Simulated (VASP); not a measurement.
# BN (Amm2) in VASP: a series of runs

The runs below take BN through single point, with PBE+D3(BJ).

All numbers are computed with VASP 6.6.1; they aren't measurements. Logs are shortened: lines on timing, memory, paths and dates and some standing lists are left out, and cuts for length are marked.

### Step 1. The cell of the first run

Symmetry: Amm2, No. 38, orthorhombic system. The conventional cell has a = 6.617 Å, b = 2.506 Å, c = 4.341 Å, α = 90.00°, β = 90.00°, γ = 90.00°. B (site symmetry mm2) has 3 N at 1.45 Å within 1.9 Å. B (site symmetry mm2) has 3 N at 1.32 to 1.75 Å within 1.8 Å. Within 1.8 Å of N (site symmetry mm2) lie 3 B at 1.32 to 1.75 Å. N (site symmetry mm2) has 3 B at 1.45 Å within 1.9 Å.

### Step 2. Single point, PBE+D3(BJ) (atom 3 (N) moved by (-0.300, +0.000) A along y and z)

The input, INCAR:

```
PREC = Accurate
ENCUT = 520
EDIFF = 1E-6
ISMEAR = 0
SIGMA = 0.05
LREAL = False
LASPH = True
NELM = 80
ALGO = Normal
ISIF = 2
LWAVE = False
LCHARG = False
GGA = PE
IVDW = 12
NBANDS = 16
```

The input, KPOINTS:

```
Automatic mesh
0
Gamma
  12 12 4
```

The input, POSCAR:

```
BN
1.0
    2.5064381059      0.0000000000      0.0000000000
   -1.2532190530      2.1706390727      0.0000000000
    0.0000000000      0.0000000000      6.6168468515
B N
2 2
Direct
    0.3333333333      0.6666666667      0.2500000000
    0.6666666667      0.3333333333      0.7500000000
    0.2642292608      0.5284585215      0.7500000000
    0.6666666667      0.3333333333      0.2500000000
```

Potentials or basis: VASP PAW PBE potentials, release 64 (B, N).

Started as:

```sh
cat potpaw_PBE.64/B/POTCAR potpaw_PBE.64/N/POTCAR > POTCAR
mpirun -np 1 vasp_std > vasp.out
```

OUTCAR:

```text
PREC = Accurate
   ENCUT = 520
   EDIFF = 1E-6
   ISMEAR = 0
   LREAL = False
   LASPH = True
   NELM = 80
   ISIF = 2
   GGA = PE
   IVDW = 12
 IVDW          = 12

 ion  position               nearest neighbor table
   1  0.333  0.667  0.250-   4 1.45   4 1.45   4 1.45
   2  0.667  0.333  0.750-   3 1.32   3 1.32   3 1.75
   3  0.264  0.528  0.750-   2 1.32   2 1.32   2 1.75
   4  0.667  0.333  0.250-   1 1.45   1 1.45   1 1.45

  LATTYP: Found a hexagonal cell.
 ALAT       =     2.5064381059
 C/A-ratio  =     2.6399402546

  Lattice vectors:

 A1 = (   2.5064381059,   0.0000000000,   0.0000000000)
 A2 = (  -1.2532190530,   2.1706390727,   0.0000000000)
 A3 = (   0.0000000000,   0.0000000000,   6.6168468515)

Analysis of symmetry for initial positions (statically):
=====================================================================
 Subroutine PRICEL returns:
 Original cell was already a primitive cell.

 Routine SETGRP: Setting up the symmetry group for a
 hexagonal supercell.

 Subroutine GETGRP returns: Found  4 space group operations
 (whereof  2 operations were pure point group operations)
 out of a pool of 24 trial point group operations.

The static configuration has the point symmetry C_1h.
 The point group associated with its full space group is C_2v.

Analysis of symmetry for dynamics (positions and initial velocities):
=====================================================================
 Subroutine PRICEL returns:
 Original cell was already a primitive cell.

 Routine SETGRP: Setting up the symmetry group for a
 hexagonal supercell.

 Subroutine GETGRP returns: Found  4 space group operations
 (whereof  2 operations were pure point group operations)
 out of a pool of 24 trial point group operations.

The dynamic configuration has the point symmetry C_1h.
 The point group associated with its full space group is C_2v.

 Subroutine INISYM returns: Found  4 space group operations
 (whereof  2 operations are pure point group operations),
 and found     1 'primitive' translations

----------------------------------------------------------------------------------------

                                     Primitive cell

  volume of cell :      35.9994

  direct lattice vectors                    reciprocal lattice vectors
     2.506438106  0.000000000  0.000000000     0.398972549  0.230346909  0.000000000
[... 92 lines left out ...]
   EDIFFG = 0.1E-04   stopping-criterion for IOM
   NSW    =      0    number of steps for IOM
   IBRION =     -1    ionic relax: 0-MD 1-quasi-New 2-CG
   NFREE  =      0    steps in history (QN), initial steepest desc. (CG)
   ISIF   =      2    stress and relaxation
   ISYM   =      2    0-nonsym 1-usesym 2-fastsym
   POTIM  = 0.5000    time-step for ionic-motion
   TEBEG  =    0.0;   TEEND  =   0.0 temperature during run
   PSTRESS=    0.0 pullay stress
   NELECT =      16.0000    total number of electrons
   NUPDOWN=      -1.0000    fix difference up-down
   EMIN   =  10.00;   EMAX   =-10.00  energy-range for DOS
   EFERMI =   0.00;   METHOD = LEGACY
   ISMEAR =     0;   SIGMA  =   0.05  broadening in eV -4-tet -1-fermi 0-gaus
   EFERMI_NEDOS =   21; number of points for ismear=-14 and -15
   IALGO  =     38    algorithm
   IMIX   =      4    mixing-type and parameters
     AMIX     =   0.40;   BMIX     =  1.00
     AMIX_MAG =   1.60;   BMIX_MAG =  1.00
  volume/ion in A,a.u.               =       9.00        60.73
  Fermi-wavevector in a.u.,A,eV,Ry     =   1.249347  2.360923 21.236883  1.560867
  Thomas-Fermi vector in A             =   2.383391
   LORBIT       =      0    0 simple, 1 ext, 2 COOP (PROOUT), +10 PAW based schemes
   GGA     = PE    functional components
   LHFCALC =     F    Hartree Fock is set to
   AEXX    =    0.0000 exact exchange contribution
   IVDW    =    12    specifies the selected vdW correction
   LEPSILON=     F    determine dielectric tensor
   LRPA    =     F    only Hartree local field effects (RPA)
 non-spin polarized calculation
 Gauss-broadening in eV      SIGMA  =   0.05
  energy-cutoff  :      520.00
  volume of cell :       36.00
 maximum number of plane-waves:       992
   NGX =  9   NGY =  9   NGZ = 25

 number of electron      15.9999998 magnetization

 Free energy of the ion-electron system (eV)
  ---------------------------------------------------
  ext. energy  EPLUGINS =         0.00000000
  ---------------------------------------------------
  free energy    TOTEN  =       -33.88522346 eV

  energy without entropy =      -33.88522346  energy(sigma->0) =      -33.88522346

 E-fermi :   4.2564     XC(G=0): -10.0721

 val. band max:        3.9935275549   @ k =   0.0000   0.0000   0.5000
 cond. band min:       6.1533960858   @ k =   0.5000   0.0000   0.5000
 fundamental gap:      2.1598685309
 Fermi energy:         4.2563515201

 k-point     1 :       0.0000    0.0000    0.0000
  band No.  band energies     occupation
      1     -15.5271      2.00000
      2     -15.2214      2.00000
      3      -4.0049      2.00000
      4      -2.3132      2.00000
      5      -1.8704      2.00000
      6       0.9165      2.00000
[... 433 lines left out ...]
      3      -5.9435      2.00000
      4      -5.3481      2.00000
      5      -1.9403      2.00000
      6      -0.3033      2.00000
[... 8 lines left out ...]
     15      17.5633      0.00000
     16      21.0491      0.00000

 [... further k-points ...]

------------------------ aborting loop because EDIFF is reached ----------------------------------------

 Edisp (eV)   -0.56633

 E8    (eV) :    -0.1659

  FORCE on cell =-STRESS in cart. coord.  units (eV):
  Direction    XX          YY          ZZ          XY          YZ          ZX
  --------------------------------------------------------------------------------------
  -------------------------------------------------------------------------------------
  Total       6.86258     1.04887    -0.04975    -0.00000     0.00000     0.00000
  in kB     305.42319    46.68078    -2.21414    -0.00000     0.00000     0.00000
  external pressure =      116.63 kB  Pullay stress =        0.00 kB

 VOLUME and BASIS-vectors are now :
 -----------------------------------------------------------------------------
  energy-cutoff  :      520.00
  volume of cell :       36.00
      direct lattice vectors                 reciprocal lattice vectors
     2.506438106  0.000000000  0.000000000     0.398972549  0.230346909  0.000000000
    -1.253219053  2.170639073  0.000000000     0.000000000  0.460693817  0.000000000
     0.000000000  0.000000000  6.616846852     0.000000000  0.000000000  0.151129386

 POSITION                                       TOTAL-FORCE (eV/Angst)
 -----------------------------------------------------------------------------------
     -0.00000      1.44709      1.65421         0.000000     -0.007894      0.000000
      1.25322      0.72355      4.96264         0.000000     -6.350140      0.000000
      0.00000      1.14709      4.96264        -0.000000      6.356709      0.000000
      1.25322      0.72355      1.65421        -0.000000      0.001325      0.000000
 -----------------------------------------------------------------------------------
    total drift:                               -0.000000      0.000298      0.000000

  FREE ENERGIE OF THE ION-ELECTRON SYSTEM (eV)
  ---------------------------------------------------
  free  energy   TOTEN  =       -34.4515547261 eV

  energy  without entropy=      -34.4515547261  energy(sigma->0) =      -34.45155473
```

OSZICAR:

```text
N       E                     dE             d eps       ncg     rms          rms(c)
DAV:   1     0.509005896479E+02    0.50901E+02   -0.80204E+03  4144   0.924E+02
DAV:   2    -0.345608116636E+02   -0.85461E+02   -0.77689E+02  5720   0.222E+02
DAV:   3    -0.378754319947E+02   -0.33146E+01   -0.32996E+01  5224   0.443E+01
DAV:   4    -0.378964577993E+02   -0.21026E-01   -0.21023E-01  5336   0.388E+00
DAV:   5    -0.378966470496E+02   -0.18925E-03   -0.18925E-03  5224   0.351E-01    0.120E+01
DAV:   6    -0.342700024522E+02    0.36266E+01   -0.57873E+00  5360   0.188E+01    0.528E+00
DAV:   7    -0.339665310826E+02    0.30347E+00   -0.64034E-01  5608   0.595E+00    0.329E+00
DAV:   8    -0.338877812493E+02    0.78750E-01   -0.22872E-01  5384   0.332E+00    0.453E-01
DAV:   9    -0.338842532186E+02    0.35280E-02   -0.14284E-02  4672   0.100E+00    0.215E-01
DAV:  10    -0.338850819317E+02   -0.82871E-03   -0.13486E-03  4848   0.286E-01    0.468E-02
DAV:  11    -0.338851947905E+02   -0.11286E-03   -0.11844E-04  5200   0.912E-02    0.304E-02
DAV:  12    -0.338852196739E+02   -0.24883E-04   -0.26920E-05  4744   0.393E-02    0.802E-03
DAV:  13    -0.338852233094E+02   -0.36356E-05   -0.34581E-06  5056   0.131E-02    0.143E-03
DAV:  14    -0.338852234584E+02   -0.14901E-06   -0.20281E-07  3840   0.327E-03
   1 F= -.34451555E+02 E0= -.34451555E+02  d E =-.131975E-15
```

Run time: 66 s. Hardware: 1 thread of Intel Xeon Platinum 8259CL at 2.50GHz (Skylake/Cascade Lake), shared host; peak memory 0.2 GiB.

Results:

```yaml
Free_energy: -34.4516 eV
Pressure: 11.7 GPa
Largest_force: 6.357 eV/Å
Band_gap_on_the_k_mesh: 2.16 eV, indirect (least direct gap 3.49 eV)
Dispersion_energy_per_atom: -0.142 eV
```

Forces in eV/Å, atoms in the order of the input:
```
B    0.000 -0.008  0.000
B    0.000 -6.350  0.000
N    0.000  6.357  0.000
N    0.000  0.001  0.000
```

Stress tensor (GPa, compression positive):
```
30.54  0.00  0.00
 0.00  4.67  0.00
 0.00  0.00 -0.22
```

Levels at points of the mesh, in eV from the valence-band top:
```csv
k point,band 4,band 5,band 6,band 7,band 8,band 9,band 10,band 11,band 12,band 13
"(0.00, 0.00, 0.00)",-6.31,-5.86,-3.08,-3.08,0.00,3.49,6.78,8.64,9.82,9.83
"(0.50, 0.00, 0.00)",-10.62,-5.87,-4.17,-2.97,-2.15,2.26,3.39,6.11,7.96,10.84
"(0.00, 0.50, 0.00)",-9.89,-7.89,-5.87,-4.01,-2.36,2.71,6.30,7.60,8.15,11.14
"(0.00, 0.00, 0.50)",-7.01,-6.31,-3.08,-3.08,0.00,5.53,5.90,7.21,9.82,9.83
"(0.50, 0.00, 0.50)",-10.62,-5.87,-4.18,-2.67,-2.32,2.16,2.97,6.19,8.14,11.61
"(0.00, 0.50, 0.50)",-9.91,-7.89,-5.87,-3.75,-2.68,3.00,5.51,7.97,8.11,11.56
```

Caveat: the cell differs from its parent crystal (atom 3 (N) moved by (-0.300, +0.000) A along y and z); forces of over 1 eV/Å act on the atoms, so gaps and moduli don't describe the material at rest. A k mesh can miss the band edges.

### Step 3. Single point, PBE+D3(BJ) (atom 3 (N) moved by (+0.300, +0.000) A along y and z)

The input, INCAR:

```
SYSTEM = BN
  PREC = Accurate
  ENCUT = 520
  EDIFF = 1E-7
  ISMEAR = 0
  SIGMA = 0.05
  LREAL = .False.
  LASPH = .True.
  NELM = 100
  ALGO = Normal
  ISIF = 2
  LWAVE = .False.
  LCHARG = .False.
  GGA = PE
  IVDW = 12
  NBANDS = 16
```

The input, KPOINTS:

```
regular mesh
0
Gamma
  12 12 4
  0 0 0
```

Changes to POSCAR since step 2:

```diff
@@ -10,3 +10,3 @@
     0.6666666667      0.3333333333      0.7500000000
-    0.2642292608      0.5284585215      0.7500000000
+    0.4024374059      0.8048748118      0.7500000000
     0.6666666667      0.3333333333      0.2500000000
```

Potentials or basis: VASP PAW PBE potentials, release 64 (B, N).

Started as:

```sh
cat potpaw_PBE.64/B/POTCAR potpaw_PBE.64/N/POTCAR > POTCAR
mpirun -np 1 vasp_std > vasp.out
```

OUTCAR:

```text
SYSTEM = BN
   PREC = Accurate
   ENCUT = 520
   EDIFF = 1E-7
   ISMEAR = 0
   LREAL = .False.
   LASPH = .True.
   NELM = 100
   ISIF = 2
   GGA = PE
   IVDW = 12
 IVDW          = 12

 ion  position               nearest neighbor table
   1  0.333  0.667  0.250-   4 1.45   4 1.45   4 1.45
   2  0.667  0.333  0.750-   3 1.15   3 1.62   3 1.62
   3  0.402  0.805  0.750-   2 1.15   2 1.62   2 1.62
   4  0.667  0.333  0.250-   1 1.45   1 1.45   1 1.45

  LATTYP: Found a hexagonal cell.
 ALAT       =     2.5064381059
 C/A-ratio  =     2.6399402546

  Lattice vectors:

 A1 = (   2.5064381059,   0.0000000000,   0.0000000000)
 A2 = (  -1.2532190530,   2.1706390727,   0.0000000000)
 A3 = (   0.0000000000,   0.0000000000,   6.6168468515)

Analysis of symmetry for initial positions (statically):
=====================================================================
 Subroutine PRICEL returns:
 Original cell was already a primitive cell.

 Routine SETGRP: Setting up the symmetry group for a
 hexagonal supercell.

 Subroutine GETGRP returns: Found  4 space group operations
 (whereof  2 operations were pure point group operations)
 out of a pool of 24 trial point group operations.

The static configuration has the point symmetry C_1h.
 The point group associated with its full space group is C_2v.

Analysis of symmetry for dynamics (positions and initial velocities):
=====================================================================
 Subroutine PRICEL returns:
 Original cell was already a primitive cell.

 Routine SETGRP: Setting up the symmetry group for a
 hexagonal supercell.

 Subroutine GETGRP returns: Found  4 space group operations
 (whereof  2 operations were pure point group operations)
 out of a pool of 24 trial point group operations.

The dynamic configuration has the point symmetry C_1h.
 The point group associated with its full space group is C_2v.

 Subroutine INISYM returns: Found  4 space group operations
[... 121 lines left out ...]
     AMIX_MAG =   1.60;   BMIX_MAG =  1.00
  volume/ion in A,a.u.               =       9.00        60.73
  Fermi-wavevector in a.u.,A,eV,Ry     =   1.249347  2.360923 21.236883  1.560867
  Thomas-Fermi vector in A             =   2.383391
   LORBIT       =      0    0 simple, 1 ext, 2 COOP (PROOUT), +10 PAW based schemes
   GGA     = PE    functional components
   LHFCALC =     F    Hartree Fock is set to
   AEXX    =    0.0000 exact exchange contribution
   IVDW    =    12    specifies the selected vdW correction
   LEPSILON=     F    determine dielectric tensor
   LRPA    =     F    only Hartree local field effects (RPA)
 non-spin polarized calculation
 Gauss-broadening in eV      SIGMA  =   0.05
  energy-cutoff  :      520.00
  volume of cell :       36.00
 maximum number of plane-waves:       992
   NGX =  9   NGY =  9   NGZ = 25

 number of electron      15.9999998 magnetization

 Free energy of the ion-electron system (eV)
  ---------------------------------------------------
  ext. energy  EPLUGINS =         0.00000000
  ---------------------------------------------------
  free energy    TOTEN  =       -32.49734155 eV

  energy without entropy =      -32.49734155  energy(sigma->0) =      -32.49734155

 E-fermi :   3.9191     XC(G=0): -10.0433

 val. band max:        3.6845559804   @ k =   0.0000   0.0000   0.2500
 cond. band min:       6.0338274874   @ k =   0.0000   0.5000   0.5000
 fundamental gap:      2.3492715070
 Fermi energy:         3.9191183698

 k-point     1 :       0.0000    0.0000    0.0000
  band No.  band energies     occupation
      1     -15.5739      2.00000
      2     -15.2615      2.00000
      3      -4.0663      2.00000
      4      -1.9594      2.00000
      5      -1.8459      2.00000
      6       0.8505      2.00000
[... 433 lines left out ...]
      3      -5.4515      2.00000
      4      -5.2867      2.00000
      5      -2.0065      2.00000
      6      -1.5322      2.00000
[... 8 lines left out ...]
     15      17.5988      0.00000
     16      20.4229      0.00000

 [... further k-points ...]

------------------------ aborting loop because EDIFF is reached ----------------------------------------

 Edisp (eV)   -0.56614

 E8    (eV) :    -0.1659

  FORCE on cell =-STRESS in cart. coord.  units (eV):
  Direction    XX          YY          ZZ          XY          YZ          ZX
  --------------------------------------------------------------------------------------
  -------------------------------------------------------------------------------------
  Total      -0.49014    16.78993     0.00995    -0.00000     0.00000     0.00000
  in kB     -21.81397   747.24653     0.44285    -0.00000     0.00000     0.00000
  external pressure =      241.96 kB  Pullay stress =        0.00 kB

 VOLUME and BASIS-vectors are now :
 -----------------------------------------------------------------------------
  energy-cutoff  :      520.00
  volume of cell :       36.00
      direct lattice vectors                 reciprocal lattice vectors
     2.506438106  0.000000000  0.000000000     0.398972549  0.230346909  0.000000000
    -1.253219053  2.170639073  0.000000000     0.000000000  0.460693817  0.000000000
     0.000000000  0.000000000  6.616846852     0.000000000  0.000000000  0.151129386

 POSITION                                       TOTAL-FORCE (eV/Angst)
 -----------------------------------------------------------------------------------
     -0.00000      1.44709      1.65421         0.000000     -0.005008      0.000000
      1.25322      0.72355      4.96264        -0.000000     21.878020      0.000000
     -0.00000      1.74709      4.96264         0.000000    -21.921137      0.000000
      1.25322      0.72355      1.65421        -0.000000      0.048124      0.000000
 -----------------------------------------------------------------------------------
    total drift:                               -0.000002      0.000320     -0.000000

  FREE ENERGIE OF THE ION-ELECTRON SYSTEM (eV)
  ---------------------------------------------------
  free  energy   TOTEN  =       -33.0634798412 eV

  energy  without entropy=      -33.0634798412  energy(sigma->0) =      -33.06347984
```

OSZICAR:

```text
N       E                     dE             d eps       ncg     rms          rms(c)
DAV:   1     0.524499085203E+02    0.52450E+02   -0.80534E+03  4152   0.924E+02
DAV:   2    -0.337179647921E+02   -0.86168E+02   -0.78635E+02  5712   0.224E+02
DAV:   3    -0.370783072351E+02   -0.33603E+01   -0.33465E+01  5224   0.444E+01
DAV:   4    -0.370985251092E+02   -0.20218E-01   -0.20215E-01  5408   0.387E+00
DAV:   5    -0.370986943762E+02   -0.16927E-03   -0.16926E-03  5112   0.334E-01    0.128E+01
DAV:   6    -0.329677636791E+02    0.41309E+01   -0.62248E+00  5520   0.200E+01    0.561E+00
DAV:   7    -0.325810039227E+02    0.38676E+00   -0.83926E-01  5488   0.692E+00    0.333E+00
DAV:   8    -0.324974531435E+02    0.83551E-01   -0.20775E-01  5456   0.349E+00    0.501E-01
DAV:   9    -0.324965792570E+02    0.87389E-03   -0.20939E-02  4592   0.121E+00    0.252E-01
DAV:  10    -0.324970931147E+02   -0.51386E-03   -0.14669E-03  4792   0.320E-01    0.838E-02
DAV:  11    -0.324973144258E+02   -0.22131E-03   -0.31199E-04  4976   0.146E-01    0.474E-02
DAV:  12    -0.324973374480E+02   -0.23022E-04   -0.49573E-05  5208   0.584E-02    0.105E-02
DAV:  13    -0.324973411442E+02   -0.36962E-05   -0.50851E-06  5144   0.173E-02    0.340E-03
DAV:  14    -0.324973415775E+02   -0.43330E-06   -0.89304E-07  5000   0.720E-03    0.165E-03
DAV:  15    -0.324973415549E+02    0.22573E-07   -0.64379E-08  4312   0.247E-03
   1 F= -.33063480E+02 E0= -.33063480E+02  d E =-.539930E-13
```

Run time: 71 s. Hardware: 1 thread of Intel Xeon Platinum 8259CL at 2.50GHz (Skylake/Cascade Lake), shared host; peak memory 0.2 GiB.

Results:

* Free energy: -33.0635 eV
* Pressure: 24.2 GPa
* Largest force: 21.921 eV/Å
* Band gap on the k mesh: 2.35 eV, indirect (least direct gap 3.86 eV)
* Dispersion energy per atom: -0.142 eV

Forces in eV/Å, atoms in the order of the input:
```
B     0.000  -0.005   0.000
B     0.000  21.878   0.000
N     0.000 -21.921   0.000
N     0.000   0.048   0.000
```

Stress tensor (GPa, compression positive):
```
-2.18  0.00  0.00
 0.00 74.72  0.00
 0.00  0.00  0.04
```

Caveat: the cell differs from its parent crystal (atom 3 (N) moved by (+0.300, +0.000) A along y and z); forces of over 1 eV/Å act on the atoms, so gaps and moduli don't describe the material at rest. A k mesh can miss the band edges.
